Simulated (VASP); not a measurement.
# TiAgHg2 (P4/mmm) in VASP: a series of runs

The runs below take TiAgHg2 through single point, relaxation of cell and atoms, with LDA.

All numbers are computed with VASP 6.6.1; they aren't measurements. Logs are shortened: lines on timing, memory, paths and dates and some standing lists are left out, and cuts for length are marked.

### 1 The cell of the first run

The structure is tetragonal, space group P4/mmm (No. 123). The conventional cell has a = 4.685 Å, b = 4.685 Å, c = 3.267 Å, α = 90.00°, β = 90.00°, γ = 90.00°. Ti (site symmetry 4/mmm) has 8 Hg at 2.86 Å and 2 Ti at 3.27 Å and 4 Ag at 3.31 Å within 3.8 Å. Within 3.8 Å of Ag (site symmetry 4/mmm) lie 8 Hg at 2.86 Å and 2 Ag at 3.27 Å and 4 Ti at 3.31 Å. Hg (site symmetry mmm) has 4 Ti at 2.86 Å and 4 Ag at 2.86 Å and 6 Hg at 3.27 to 3.31 Å within 3.8 Å.

### 2 Single point, LDA

Contents of INCAR:

```
  PREC = Accurate
  ENCUT = 520
  EDIFF = 1E-7
  ISMEAR = -1
  SIGMA = 0.15
  LREAL = False
  LASPH = True
  NELM = 80
  ALGO = Fast
  ISIF = 2
  LWAVE = False
  LCHARG = False
  GGA = CA
  NBANDS = 32
```

Contents of KPOINTS:

```
regular mesh
0
Gamma
  10 10 10
```

Contents of POSCAR:

```
TiAgHg2
1.0
    4.6848530319      0.0000000000      0.0000000000
    0.0000000000      4.6848530319      0.0000000000
    0.0000000000      0.0000000000      3.2666709379
Ti Ag Hg
1 1 2
Direct
    0.5000000000      0.5000000000      0.0000000000
    0.0000000000      0.0000000000      0.0000000000
    0.0000000000      0.5000000000      0.5000000000
    0.5000000000      0.0000000000      0.5000000000
```

Potentials or basis: VASP PAW LDA potentials, release 64 (Ti_sv, Ag, Hg).

On the command line:

```sh
$ cat potpaw_LDA.64/Ti_sv/POTCAR potpaw_LDA.64/Ag/POTCAR potpaw_LDA.64/Hg/POTCAR > POTCAR
$ mpirun -np 1 vasp_std > vasp.out
```

OUTCAR:

```text
PREC = Accurate
   ENCUT = 520
   EDIFF = 1E-7
   ISMEAR = -1
   LREAL = False
   LASPH = True
   NELM = 80
   ISIF = 2
   GGA = CA

 ion  position               nearest neighbor table
   1  0.500  0.500  0.000-   3 2.86   4 2.86   3 2.86   4 2.86   4 2.86   4 2.86   3 2.86   3 2.86

   2  0.000  0.000  0.000-   3 2.86   4 2.86   3 2.86   4 2.86   3 2.86   3 2.86   4 2.86   4 2.86

   3  0.000  0.500  0.500-   1 2.86   2 2.86   1 2.86   2 2.86   2 2.86   2 2.86   1 2.86   1 2.86
                             4 3.31   4 3.31   4 3.31   4 3.31
   4  0.500  0.000  0.500-   1 2.86   2 2.86   1 2.86   2 2.86   1 2.86   1 2.86   2 2.86   2 2.86
                             3 3.31   3 3.31   3 3.31   3 3.31

  LATTYP: Found a simple tetragonal cell.
 ALAT       =     4.6848530319
 C/A-ratio  =     0.6972835467

  Lattice vectors:

 A1 = (   4.6848530319,   0.0000000000,   0.0000000000)
 A2 = (   0.0000000000,   4.6848530319,   0.0000000000)
 A3 = (   0.0000000000,   0.0000000000,   3.2666709379)

Analysis of symmetry for initial positions (statically):
=====================================================================
 Subroutine PRICEL returns:
 Original cell was already a primitive cell.

 Routine SETGRP: Setting up the symmetry group for a
 simple tetragonal supercell.

 Subroutine GETGRP returns: Found 16 space group operations
 (whereof 16 operations were pure point group operations)
 out of a pool of 16 trial point group operations.

The static configuration has the point symmetry D_4h.

Analysis of symmetry for dynamics (positions and initial velocities):
=====================================================================
 Subroutine PRICEL returns:
 Original cell was already a primitive cell.

 Routine SETGRP: Setting up the symmetry group for a
 simple tetragonal supercell.

 Subroutine GETGRP returns: Found 16 space group operations
 (whereof 16 operations were pure point group operations)
 out of a pool of 16 trial point group operations.

The dynamic configuration has the point symmetry D_4h.

 Subroutine INISYM returns: Found 16 space group operations
 (whereof 16 operations are pure point group operations),
 and found     1 'primitive' translations

----------------------------------------------------------------------------------------

                                     Primitive cell

  volume of cell :      71.6964

  direct lattice vectors                    reciprocal lattice vectors
     4.684853032  0.000000000  0.000000000     0.213453868  0.000000000  0.000000000
     0.000000000  4.684853032  0.000000000     0.000000000  0.213453868  0.000000000
     0.000000000  0.000000000  3.266670938     0.000000000  0.000000000  0.306122049

  length of vectors
     4.684853032  4.684853032  3.266670938     0.213453868  0.213453868  0.306122049

  position of ions in fractional coordinates (direct lattice)
     0.500000000  0.500000000  0.000000000
     0.000000000  0.000000000  0.000000000
     0.000000000  0.500000000  0.500000000
     0.500000000  0.000000000  0.500000000

  ion indices of the primitive-cell ions
   primitive index   ion index
                 1           1
                 2           2
                 3           3
                 4           4

----------------------------------------------------------------------------------------

 KPOINTS: regular mesh

Automatic generation of k-mesh.
 Grid dimensions read from file:
 generate k-points for:   10   10   10

 Generating k-lattice:

  Cartesian coordinates                     Fractional coordinates (reciprocal lattice)
     0.021345387  0.000000000  0.000000000     0.100000000  0.000000000  0.000000000
     0.000000000  0.021345387  0.000000000     0.000000000  0.100000000  0.000000000
     0.000000000  0.000000000  0.030612205     0.000000000  0.000000000  0.100000000

  Length of vectors
     0.021345387  0.021345387  0.030612205

  Shift w.r.t. Gamma in fractional coordinates (k-lattice)
     0.000000000  0.000000000  0.000000000

 Subroutine IBZKPT returns following result:
 ===========================================

 Found    126 irreducible k-points:

 Following reciprocal coordinates:
            Coordinates               Weight
  0.000000  0.000000  0.000000      1.000000
  0.100000  0.000000  0.000000      4.000000
  0.200000  0.000000  0.000000      4.000000
  0.300000  0.000000  0.000000      4.000000
  0.400000  0.000000  0.000000      4.000000
  0.500000  0.000000  0.000000      2.000000
[... 16 lines left out ...]
  0.100000  0.000000  0.100000      8.000000
  0.200000  0.000000  0.100000      8.000000
 [... further k-points ...]
   k-points           NKPTS =    126   k-points in BZ     NKDIM =    126   number of bands    NBANDS=     32
   number of dos      NEDOS =    301   number of ions     NIONS =      4
   total plane-waves  NPLWV =  31104
   dimension x,y,z NGX =    36 NGY =   36 NGZ =   24
   dimension x,y,z NGXF=    72 NGYF=   72 NGZF=   48
   ions per type =               1   1   2
   NGX,Y,Z   is equivalent  to a cutoff of  12.77, 12.77, 12.21 a.u.
   NGXF,Y,Z  is equivalent  to a cutoff of  25.55, 25.55, 24.43 a.u.
 SYSTEM =  unknown system
   PREC   = accura    normal or accurate (medium, high low for compatibility)
   ISTART =      0    job   : 0-new  1-cont  2-samecut
   ICHARG =      2    charge: 1-file 2-atom 10-const
   ISPIN  =      1    spin polarized calculation?
   LNONCOLLINEAR =      F non collinear calculations
   LSORBIT =      F    spin-orbit coupling
   LASPH  =      T    aspherical Exc in radial PAW
   ENCUT  =  520.0 eV  38.22 Ry    6.18 a.u.   8.71  8.71  6.07*2*pi/ulx,y,z
   NELM   =     80;   NELMIN=  2; NELMDL= -5     # of ELM steps
   EDIFF  = 0.1E-06   stopping-criterion for ELM
   LREAL  =      F    real-space projection
   EDIFFG = 0.1E-05   stopping-criterion for IOM
   NSW    =      0    number of steps for IOM
   IBRION =     -1    ionic relax: 0-MD 1-quasi-New 2-CG
   NFREE  =      0    steps in history (QN), initial steepest desc. (CG)
   ISIF   =      2    stress and relaxation
   ISYM   =      2    0-nonsym 1-usesym 2-fastsym
   POTIM  = 0.5000    time-step for ionic-motion
   TEBEG  =    0.0;   TEEND  =   0.0 temperature during run
   PSTRESS=    0.0 pullay stress
   NELECT =      47.0000    total number of electrons
   NUPDOWN=      -1.0000    fix difference up-down
   EMIN   =  10.00;   EMAX   =-10.00  energy-range for DOS
   EFERMI =   0.00;   METHOD = LEGACY
   ISMEAR =    -1;   SIGMA  =   0.15  broadening in eV -4-tet -1-fermi 0-gaus
   EFERMI_NEDOS =   21; number of points for ismear=-14 and -15
   IALGO  =     68    algorithm
   IMIX   =      4    mixing-type and parameters
     AMIX     =   0.40;   BMIX     =  1.00
     AMIX_MAG =   1.60;   BMIX_MAG =  1.00
  volume/ion in A,a.u.               =      17.92       120.96
  Fermi-wavevector in a.u.,A,eV,Ry     =   1.422138  2.687451 27.517455  2.022476
  Thomas-Fermi vector in A             =   2.542873
   LORBIT       =      0    0 simple, 1 ext, 2 COOP (PROOUT), +10 PAW based schemes
   GGA     = CA    functional components
   LHFCALC =     F    Hartree Fock is set to
   AEXX    =    0.0000 exact exchange contribution
   IVDW    =     0    specifies the selected vdW correction
   LEPSILON=     F    determine dielectric tensor
   LRPA    =     F    only Hartree local field effects (RPA)
 non-spin polarized calculation
 RMM-DIIS sequential band-by-band and
  energy-cutoff  :      520.00
  volume of cell :       71.70
 maximum number of plane-waves:      1968
 NGX is ok and might be reduce to    36
   NGX = 17   NGY = 17   NGZ = 13

 number of electron      46.9999999 magnetization

 Free energy of the ion-electron system (eV)
  ---------------------------------------------------
  ext. energy  EPLUGINS =         0.00000000
  ---------------------------------------------------
  free energy    TOTEN  =       -14.40875317 eV

  energy without entropy =      -14.17118534  energy(sigma->0) =      -14.28996925

 E-fermi :   6.4614     XC(G=0): -12.3493

 val. band max:        6.4596145445   @ k =   0.3000   0.3000   0.3000
 cond. band min:       6.4727974378   @ k =   0.5000   0.1000   0.3000
 fundamental gap:      0.0131828933
 Fermi energy:         6.4613732035

 k-point     1 :       0.0000    0.0000    0.0000
  band No.  band energies     occupation
      1     -50.1041      2.00000
      2     -26.7910      2.00000
      3     -26.7910      2.00000
      4     -26.6133      2.00000
      5      -3.1314      2.00000
      6      -2.0212      2.00000
[... 24 lines left out ...]
     31      11.8071      0.00000
     32      12.1614      0.00000

 k-point     2 :       0.1000    0.0000    0.0000
  band No.  band energies     occupation
      1     -50.1040      2.00000
      2     -26.7917      2.00000
      3     -26.7911      2.00000
      4     -26.6134      2.00000
      5      -3.0517      2.00000
      6      -1.9906      2.00000
[... 24 lines left out ...]
     31      11.7345      0.00000
     32      12.3513      0.00000

 k-point     3 :       0.2000    0.0000    0.0000
  band No.  band energies     occupation
      1     -50.1040      2.00000
      2     -26.7933      2.00000
      3     -26.7911      2.00000
      4     -26.6137      2.00000
      5      -2.8221      2.00000
      6      -1.9079      2.00000
[... 24 lines left out ...]
     31      12.1883      0.00000
     32      12.8687      0.00000

 k-point     4 :       0.3000    0.0000    0.0000
  band No.  band energies     occupation
      1     -50.1039      2.00000
      2     -26.7954      2.00000
      3     -26.7911      2.00000
      4     -26.6141      2.00000
      5      -2.4834      2.00000
      6      -1.8152      2.00000
[... 654 lines left out ...]
     31      12.2202      0.00000
     32      12.2202      0.00000

 k-point    23 :       0.1000    0.0000    0.1000
  band No.  band energies     occupation
      1     -50.1030      2.00000
      2     -26.7908      2.00000
      3     -26.7903      2.00000
      4     -26.6255      2.00000
      5      -2.8848      2.00000
      6      -1.9161      2.00000
[... 24 lines left out ...]
     31      12.0478      0.00000
     32      12.0623      0.00000

 k-point    24 :       0.2000    0.0000    0.1000
  band No.  band energies     occupation
      1     -50.1030      2.00000
      2     -26.7922      2.00000
      3     -26.7903      2.00000
      4     -26.6256      2.00000
      5      -2.6596      2.00000
      6      -1.8322      2.00000
[... 24 lines left out ...]
     31      11.8402      0.00000
     32      12.2775      0.00000

 [... further k-points ...]

------------------------ aborting loop because EDIFF is reached ----------------------------------------

  FORCE on cell =-STRESS in cart. coord.  units (eV):
  Direction    XX          YY          ZZ          XY          YZ          ZX
  --------------------------------------------------------------------------------------
  -------------------------------------------------------------------------------------
  Total        0.4100366      0.4100366      0.4085411      0.0000000      0.0000000      0.0000000
  in kB        9.1629616      9.1629616      9.1295419      0.0000000      0.0000000      0.0000000
  external PRESSURE =       9.1518217 kB  Pullay stress =       0.0000000 kB

 VOLUME and BASIS-vectors are now :
 -----------------------------------------------------------------------------
  energy-cutoff  :      520.00
  volume of cell :       71.70
      direct lattice vectors                 reciprocal lattice vectors
     4.684853032  0.000000000  0.000000000     0.213453868  0.000000000  0.000000000
     0.000000000  4.684853032  0.000000000     0.000000000  0.213453868  0.000000000
     0.000000000  0.000000000  3.266670938     0.000000000  0.000000000  0.306122049

 POSITION                                       TOTAL-FORCE (eV/Angst)
 -----------------------------------------------------------------------------------
      2.34243      2.34243      0.00000         0.000000      0.000000      0.000000
      0.00000      0.00000      0.00000         0.000000      0.000000      0.000000
      0.00000      2.34243      1.63334         0.000000      0.000000      0.000000
      2.34243      0.00000      1.63334         0.000000      0.000000      0.000000
 -----------------------------------------------------------------------------------
    total drift:                                0.000000      0.000000      0.000000

  FREE ENERGIE OF THE ION-ELECTRON SYSTEM (eV)
  ---------------------------------------------------
  free  energy   TOTEN  =       -14.4087531664 eV

  energy  without entropy=      -14.1711853406  energy(sigma->0) =      -14.28996925
```

Wall time 2.9 min (1 thread of Intel Xeon 6975P-C (Granite Rapids), shared host); peak memory 0.37 GiB.

Results:

| Quantity | Value |
| --- | --- |
| Free energy | -14.4088 eV |
| Pressure | 0.9 GPa |
| Band gap on the k mesh | zero (an odd number of electrons rules out a gap without spin polarisation) |

Caveat: spin-orbit coupling is left out, which moves the levels of the heavy elements.

### 3 Relaxation of cell and atoms, LDA

Contents of INCAR:

```
SYSTEM = TiAgHg2
  PREC = Accurate
  ENCUT = 600
  EDIFF = 1E-7
  ISMEAR = -1
  SIGMA = 0.15
  LREAL = .False.
  LASPH = .True.
  NELM = 100
  ALGO = Fast
  ISIF = 3
  LWAVE = .False.
  LCHARG = .False.
  GGA = CA
  IBRION = 2
  NSW = 80
  EDIFFG = -0.001
```

Contents of KPOINTS:

```
regular mesh
0
Gamma
  10 10 10
  0 0 0
```

Contents of POSCAR:

```
TiAgHg2
1.0
    4.6490739902      0.0000000000      0.0000000000
    0.0000000000      4.6490739902      0.0000000000
    0.0000000000      0.0000000000      3.3117516743
Ti Ag Hg
1 1 2
Direct
    0.5000000000      0.5000000000      0.0000000000
    0.0000000000      0.0000000000      0.0000000000
    0.0000000000      0.5000000000      0.5000000000
    0.5000000000      0.0000000000      0.5000000000
```

Potentials or basis: VASP PAW LDA potentials, release 64 (Ti_sv, Ag, Hg).

On the command line:

```sh
$ cat potpaw_LDA.64/Ti_sv/POTCAR potpaw_LDA.64/Ag/POTCAR potpaw_LDA.64/Hg/POTCAR > POTCAR
$ mpirun -np 1 vasp_std > vasp.out
```

OUTCAR:

```text
SYSTEM = TiAgHg2
   PREC = Accurate
   ENCUT = 600
   EDIFF = 1E-7
   ISMEAR = -1
   LREAL = .False.
   LASPH = .True.
   NELM = 100
   ISIF = 3
   GGA = CA
   IBRION = 2
   NSW = 80
   EDIFFG = -0.001

 ion  position               nearest neighbor table
   1  0.500  0.500  0.000-   3 2.85   4 2.85   3 2.85   4 2.85   4 2.85   4 2.85   3 2.85   3 2.85

   2  0.000  0.000  0.000-   3 2.85   4 2.85   3 2.85   4 2.85   3 2.85   3 2.85   4 2.85   4 2.85

   3  0.000  0.500  0.500-   1 2.85   2 2.85   1 2.85   2 2.85   2 2.85   2 2.85   1 2.85   1 2.85
                             4 3.29   4 3.29   4 3.29   4 3.29
   4  0.500  0.000  0.500-   1 2.85   2 2.85   1 2.85   2 2.85   1 2.85   1 2.85   2 2.85   2 2.85
                             3 3.29   3 3.29   3 3.29   3 3.29

  LATTYP: Found a simple tetragonal cell.
 ALAT       =     4.6490739902
 C/A-ratio  =     0.7123465192

  Lattice vectors:
[... 383 lines left out ...]
  free energy    TOTEN  =       -14.40984983 eV

  energy without entropy =      -14.17071601  energy(sigma->0) =      -14.29028292

 E-fermi :   6.3690     XC(G=0): -12.3061

 val. band max:        6.3543590340   @ k =   0.5000   0.2000   0.3000
 cond. band min:       6.3696898073   @ k =   0.5000   0.1000   0.3000
 fundamental gap:      0.0153307734
 Fermi energy:         6.3689800445

 k-point     1 :       0.0000    0.0000    0.0000
  band No.  band energies     occupation
      1     -50.2105      2.00000
      2     -26.8954      2.00000
      3     -26.8954      2.00000
      4     -26.7225      2.00000
      5      -3.1580      2.00000
      6      -2.0628      2.00000
[... 733 lines left out ...]
     27       8.2346      0.00001
     28       9.4828      0.00000

 [... further k-points ...]

------------------------ aborting loop because EDIFF is reached ----------------------------------------

  FORCE on cell =-STRESS in cart. coord.  units (eV):
  Direction    XX          YY          ZZ          XY          YZ          ZX
  --------------------------------------------------------------------------------------
  -------------------------------------------------------------------------------------
  Total        0.0016212      0.0016212     -0.0024808      0.0000000      0.0000000     -0.0000000
  in kB        0.0359467      0.0359467     -0.0550046      0.0000000      0.0000000     -0.0000000
  external PRESSURE =       0.0056296 kB  Pullay stress =       0.0000000 kB
[... 19 lines left out ...]
  FREE ENERGIE OF THE ION-ELECTRON SYSTEM (eV)
  ---------------------------------------------------
  free  energy   TOTEN  =       -14.4098498339 eV

  energy  without entropy=      -14.1707160123  energy(sigma->0) =      -14.29028292

 reached required accuracy - stopping structural energy minimisation
```

OSZICAR:

```text
N       E                     dE             d eps       ncg     rms          rms(c)
DAV:   1     0.515877216376E+03    0.51588E+03   -0.25987E+04  7080   0.200E+03
DAV:   2     0.196995242394E+02   -0.49618E+03   -0.48092E+03  7188   0.527E+02
DAV:   3    -0.146106047908E+02   -0.34310E+02   -0.33260E+02 10464   0.133E+02
[... 457 lines left out ...]
DAV:   1    -0.144098546459E+02   -0.49208E-05   -0.21574E-04  7312   0.128E-01    0.143E-02
RMM:   2    -0.144098507970E+02    0.38489E-05   -0.82106E-06  7677   0.240E-02    0.613E-03
RMM:   3    -0.144098500046E+02    0.79238E-06   -0.23465E-06  7974   0.100E-02    0.416E-03
RMM:   4    -0.144098498667E+02    0.13794E-06   -0.10062E-06  7447   0.644E-03    0.181E-03
RMM:   5    -0.144098498339E+02    0.32774E-07   -0.35017E-07  5448   0.348E-03
  17 F= -.14409850E+02 E0= -.14290283E+02  d E =-.132360E-06
```

Run time: 54 min. Hardware: 1 thread of Intel Xeon 6975P-C (Granite Rapids), shared host; peak memory 0.47 GiB.

Results:

```yaml
Free_energy: -14.4098 eV
Relaxed_volume: 18.07 Å³/atom
Relaxed_cell: a = 4.692 Å, b = 4.692 Å, c = 3.282 Å, α = 90.00°, β = 90.00°, γ = 90.00°
Space_group_after_relaxing_to_0.1_Å: P4/mmm (No. 123)
Energy_gained_by_relaxing: 0.8 meV/atom
Ionic_steps: 17
Pressure_after_relaxing: 0.0 GPa
Band_gap_on_the_k_mesh: zero (an odd number of electrons rules out a gap without spin polarisation)
```

The path:
| step | energy change (eV) | largest force (eV/Å) | pressure (GPa) | volume (Å³) |
| --- | --- | --- | --- | --- |
| 1 | 0.0000 | 0.0000 | 1.19 | 71.58 |
| 2 | 0.0016 | 0.0000 | -1.11 | 72.96 |
| 3 | -0.0009 | 0.0000 | 0.28 | 72.11 |
| 4 | -0.0029 | 0.0000 | 0.01 | 72.28 |
| 5 | -0.0029 | 0.0000 | -0.03 | 72.29 |
| 6 | -0.0029 | 0.0000 | -0.03 | 72.29 |
| 7 | -0.0031 | 0.0000 | -0.03 | 72.29 |
| 8 | -0.0032 | 0.0000 | -0.04 | 72.29 |
| 9 | -0.0034 | 0.0000 | -0.03 | 72.28 |
| 10 | -0.0032 | 0.0000 | 0.29 | 72.09 |
| 11 | -0.0034 | 0.0000 | 0.01 | 72.26 |
| 12 | -0.0034 | 0.0000 | 0.00 | 72.27 |
| 13 | -0.0034 | 0.0000 | -0.01 | 72.27 |
| 14 | -0.0034 | 0.0000 | -0.01 | 72.27 |
| 15 | -0.0034 | 0.0000 | -0.01 | 72.26 |
| 16 | -0.0034 | 0.0000 | -0.01 | 72.26 |
| 17 | -0.0034 | 0.0000 | 0.00 | 72.26 |

Final structure:
```
Ti Ag Hg
1.0
     4.69249    0.00000    0.00000
     0.00000    4.69249    0.00000
     0.00000    0.00000    3.28166
Ti Ag Hg
1 1 2
Direct
  0.50000 0.50000 0.00000
  0.00000 0.00000 0.00000
  0.00000 0.50000 0.50000
  0.50000 0.00000 0.50000
```

Caveat: spin-orbit coupling is left out, which moves the levels of the heavy elements.
